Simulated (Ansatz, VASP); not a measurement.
# One calculation of Y, two programs

```
CELL_PARAMETERS angstrom
-2.00443 2.44600 1.78862
2.44600 -2.00443 1.78862
3.92800 3.92800 -0.97988
ATOMIC_POSITIONS crystal
Y 0.04153 0.95847 0.00000
Y 0.70847 0.29153 0.50000
```

Alike in both runs: task single point; functional r2SCAN; k mesh 11 × 11 × 6; occupations fermi-dirac, width 0.1 eV; no spin polarisation.

```csv
,VASP,Ansatz
version,VASP 6.6.1,Ansatz 0.2.0
potentials or method,"VASP PAW PBE potentials, release 64 (Y_sv), cutoff 520 eV","plane waves (500 eV) with PAW, scalar-relativistic"
valence electrons in the cell,22,22
```

```tsv
	VASP	Ansatz	Ansatz less VASP
pressure (GPa)	1.7	1.7	-0.04
```

VASP's potentials were made for PBE, not for r2SCAN. With one functional, cell and mesh, what is left measures potentials, basis and numerics.
